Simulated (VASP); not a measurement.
# TiAl3 (I4/mmm) in VASP: a series of runs, part 2 of 2

VASP 6.6.1.

## (4) Single point, PBEsol

This run uses another cell than the first one: it holds 4 atoms, not 8.

The input, INCAR:

```
ALGO = Fast ; EDIFF = 1E-6
ENCUT = 520 ; GGA = PS
ISIF = 2 ; ISMEAR = 0
LASPH = T ; LCHARG = T
LELF = T ; LREAL = F
LVHAR = T ; LWAVE = F
NBANDS = 18 ; NELM = 100
PREC = Accurate ; SIGMA = 0.1
```

The input, KPOINTS:

```
k-points
0
Gamma
  16 16 16
```

The input, POSCAR:

```
TiAl3
1.0
   -1.9077740734      1.9077740734      4.2769968069
    1.9077740734     -1.9077740734      4.2769968069
    1.9077740734      1.9077740734     -4.2769968069
Ti Al
1 3
Direct
    0.0000000000      0.0000000000      0.0000000000
    0.5000000000      0.5000000000      0.0000000000
    0.7500000000      0.2500000000      0.5000000000
    0.2500000000      0.7500000000      0.5000000000
```

Potentials or basis: VASP PAW PBE potentials, release 64 (Ti_sv, Al).

The run is started by

```sh
$ cat potpaw_PBE.64/Ti_sv/POTCAR potpaw_PBE.64/Al/POTCAR > POTCAR
$ mpirun -np 1 vasp_std > vasp.out
```

OUTCAR:

```text
EDIFF = 1E-6
   ENCUT = 520
   GGA = PS
   ISIF = 2
   ISMEAR = 0
   LASPH = T
   LREAL = F
   NELM = 100
   PREC = Accurate

 ion  position               nearest neighbor table
   1  0.000  0.000  0.000-   2 2.70   2 2.70   2 2.70   2 2.70   4 2.87   3 2.87   4 2.87   3 2.87
                             3 2.87   3 2.87   4 2.87   4 2.87
   2  0.500  0.500  0.000-   1 2.70   1 2.70   1 2.70   1 2.70   4 2.87   3 2.87   4 2.87   3 2.87
                             4 2.87   4 2.87   3 2.87   3 2.87
   3  0.750  0.250  0.500-   4 2.70   4 2.70   4 2.70   4 2.70   2 2.87   1 2.87   2 2.87   1 2.87
                             2 2.87   2 2.87   1 2.87   1 2.87
   4  0.250  0.750  0.500-   3 2.70   3 2.70   3 2.70   3 2.70   2 2.87   1 2.87   2 2.87   1 2.87
                             1 2.87   1 2.87   2 2.87   2 2.87

  LATTYP: Found a body centered tetragonal cell.
 ALAT       =     3.8155481468
 C/A-ratio  =     2.2418780434

  Lattice vectors:

 A1 = (  -1.9077740734,   1.9077740734,   4.2769968069)
 A2 = (   1.9077740734,  -1.9077740734,   4.2769968069)
 A3 = (   1.9077740734,   1.9077740734,  -4.2769968069)
[... 180 lines left out ...]

 E-fermi :   8.3339     XC(G=0): -10.8954

 val. band max:        8.3326428607   @ k =  -0.0625   0.1250   0.0625
 cond. band min:       8.3416152311   @ k =   0.3750   0.1875   0.0000
 fundamental gap:      0.0089723703
 Fermi energy:         8.3339493950

 k-point     1 :       0.0000    0.0000    0.0000
  band No.  band energies     occupation
      1     -47.8597      2.00000
      2     -24.2814      2.00000
      3     -24.2814      2.00000
      4     -24.2014      2.00000
      5      -1.8074      2.00000
      6       5.4570      2.00000
[... 481 lines left out ...]
      5      -1.7253      2.00000
      6       5.5267      2.00000
[... 10 lines left out ...]
     17      12.3403      0.00000
     18      12.5883      0.00000

 [... further k-points ...]

------------------------ aborting loop because EDIFF is reached ----------------------------------------

  FORCE on cell =-STRESS in cart. coord.  units (eV):
  Direction    XX          YY          ZZ          XY          YZ          ZX
  --------------------------------------------------------------------------------------
  -------------------------------------------------------------------------------------
  Total        0.0321096      0.0321096      0.0141218      0.0000000      0.0000000      0.0000000
  in kB        0.8262134      0.8262134      0.3633695      0.0000000      0.0000000      0.0000000
  external PRESSURE =       0.6719321 kB  Pullay stress =       0.0000000 kB

 VOLUME and BASIS-vectors are now :
 -----------------------------------------------------------------------------
  energy-cutoff  :      520.00
  volume of cell :       62.27
      direct lattice vectors                 reciprocal lattice vectors
    -1.907774073  1.907774073  4.276996807     0.000000000  0.262085541  0.116904460
     1.907774073 -1.907774073  4.276996807     0.262085541  0.000000000  0.116904460
     1.907774073  1.907774073 -4.276996807     0.262085541  0.262085541  0.000000000

 POSITION                                       TOTAL-FORCE (eV/Angst)
 -----------------------------------------------------------------------------------
      0.00000      0.00000      0.00000         0.000000     -0.000000     -0.000000
      0.00000      0.00000      4.27700         0.000000     -0.000000     -0.000000
     -0.00000      1.90777      2.13850        -0.000000      0.000000     -0.000000
      1.90777     -0.00000      2.13850         0.000000     -0.000000      0.000000
 -----------------------------------------------------------------------------------
    total drift:                               -0.000000     -0.000000     -0.000000

  FREE ENERGIE OF THE ION-ELECTRON SYSTEM (eV)
  ---------------------------------------------------
  free  energy   TOTEN  =       -22.2323800217 eV

  energy  without entropy=      -22.2238188048  energy(sigma->0) =      -22.22809941
```

Run time: 23 min. Hardware: 1 thread of Intel Xeon Platinum 8259CL at 2.50GHz (Skylake/Cascade Lake), shared host; peak memory 0.52 GiB.

What came out:

* Free energy: -22.2324 eV
* Pressure: 0.1 GPa
* Band gap on the k mesh: zero (an odd number of electrons rules out a gap without spin polarisation)

Levels at points of the mesh, in eV from the Fermi level:
| k point | band 7 | band 8 | band 9 | band 10 | band 11 | band 12 | band 13 | band 14 | band 15 | band 16 |
| --- | --- | --- | --- | --- | --- | --- | --- | --- | --- | --- |
| (0.00, 0.00, 0.00) | -2.64 | -1.44 | -1.23 | -1.23 | 0.84 | 1.77 | 1.77 | 2.23 | 2.51 | 3.85 |
| (0.50, 0.00, 0.00) | -3.64 | -2.95 | -1.06 | -0.27 | 0.51 | 1.82 | 2.11 | 2.74 | 3.18 | 4.54 |
| (0.50, 0.50, 0.00) | -4.39 | -3.78 | -2.71 | -2.22 | -1.00 | 1.78 | 1.96 | 2.70 | 2.86 | 3.24 |
| (0.50, 0.50, 0.50) | -2.02 | -0.91 | -0.91 | -0.25 | 0.70 | 0.70 | 0.96 | 3.07 | 4.82 | 6.15 |

Caveat: the PAW data sets were made with another functional, which shifts forces and pressure a little.

## (5) Single point, PBEsol (equal strain along all axes, cell held: +3.0 %)

The input, INCAR:

```
SYSTEM = TiAl3
ALGO     = Fast           ! electronic algorithm
EDIFF    = 1E-6           ! SCF threshold, eV
ENCUT    = 520            ! plane-wave cutoff, eV
GGA      = PS             ! functional
ISIF     = 2              ! what is computed and relaxed
ISMEAR   = 0              ! smearing method
LASPH    = .TRUE.         ! aspherical terms in the spheres
LCHARG   = .FALSE.        ! write CHGCAR
LREAL    = .FALSE.        ! projectors in reciprocal space
LWAVE    = .FALSE.        ! write WAVECAR
NBANDS   = 31             ! bands
NELM     = 80             ! most SCF steps
PREC     = Accurate       ! precision mode
SIGMA    = 0.1            ! smearing width, eV
```

The input, KPOINTS:

```
k-points
0
G
  10 10 4
  0 0 0
```

The input, POSCAR:

```
TiAl3
1.0
    3.9300145911      0.0000000000      0.0000000000
    0.0000000000      3.9300145911      0.0000000000
    0.0000000000      0.0000000000      8.8106134236
Ti Al
2 6
Direct
    0.0000000000      0.0000000000      0.0000000000
    0.5000000000      0.5000000000      0.5000000000
    0.5000000000      0.5000000000      0.0000000000
    0.0000000000      0.5000000000      0.2500000000
    0.5000000000      0.0000000000      0.2500000000
    0.0000000000      0.0000000000      0.5000000000
    0.5000000000      0.0000000000      0.7500000000
    0.0000000000      0.5000000000      0.7500000000
```

The run is started by

```sh
$ cat potpaw_PBE.64/Ti_sv/POTCAR potpaw_PBE.64/Al/POTCAR > POTCAR
$ mpirun -np 1 vasp_std > vasp.out
```

It took 6.9 min on 1 thread of Intel Xeon 6975P-C (Granite Rapids), shared host; peak memory 0.38 GiB.

It converged, with:

- Free energy: -44.1515 eV
- Pressure: -8.2 GPa
- Band gap on the k mesh: zero (bands 21 and 22 overlap by 2.00 eV)

Stress tensor (GPa, compression positive):
```
-8.35  0.00  0.00
 0.00 -8.35  0.00
 0.00  0.00 -7.86
```

Levels at points of the mesh, in eV from the Fermi level:
```
           k point  band 19  band 20  band 21  band 22  band 23  band 24
(0.00, 0.00, 0.00)    -0.91    -0.20     0.67     0.67     0.77     0.87
(0.50, 0.00, 0.00)    -0.93    -0.93     0.24     0.24     1.61     1.61
(0.50, 0.50, 0.00)    -2.15    -2.15    -0.90    -0.90     1.57     1.57
(0.00, 0.00, 0.50)    -0.23    -0.23     0.82     0.82     1.09     1.09
(0.50, 0.00, 0.50)    -0.22    -0.22     0.47     0.47     1.61     1.61
(0.50, 0.50, 0.50)    -1.74    -1.74    -1.15    -1.15     0.80     0.80
```

Caveat: the cell differs from its parent crystal (equal strain along all axes, cell held: +3.0 %); the cell stands under tension; the PAW data sets were made with another functional, which shifts forces and pressure a little.

## (6) Overview

| cell | k mesh | further INCAR settings | gap on the mesh (eV) | pressure (GPa) |
| --- | --- | --- | --- | --- |
| a = 3.930, b = 3.930, c = 8.400 Å, 8 atoms, atomic positions A | 10 × 10 × 4 | ALGO = Fast; EDIFF = 1e-06; NBANDS = 31 | none | -4.1 |
| a = 3.930, b = 3.930, c = 8.442 Å, 8 atoms, atomic positions A | 10 × 10 × 4 | ALGO = Fast; EDIFF = 1e-06; NBANDS = 31 | none | -4.6 |
| a = 5.057 Å, angles 135.7, 135.7, 64.5°, 4 atoms, atomic positions B | 16 × 16 × 16 | ALGO = Fast; EDIFF = 1e-06; NBANDS = 18 | none | 0.1 |
| a = 3.930, b = 3.930, c = 8.811 Å, 8 atoms, atomic positions A | 10 × 10 × 4 | ALGO = Fast; EDIFF = 1e-06; NBANDS = 31 | none | -8.2 |

Alike in all rows: task single point; level PBEsol; potentials or basis VASP PAW PBE potentials, release 64 (Ti_sv, Al); no spin polarisation; cutoff (eV) 520; smearing gaussian 0.1 eV.

Caveats: the PAW data sets were made with another functional, which shifts forces and pressure a little; the cell stands under tension (at least some runs).

Total energies depend on the potentials used, so only differences within one code and one set of settings carry meaning.
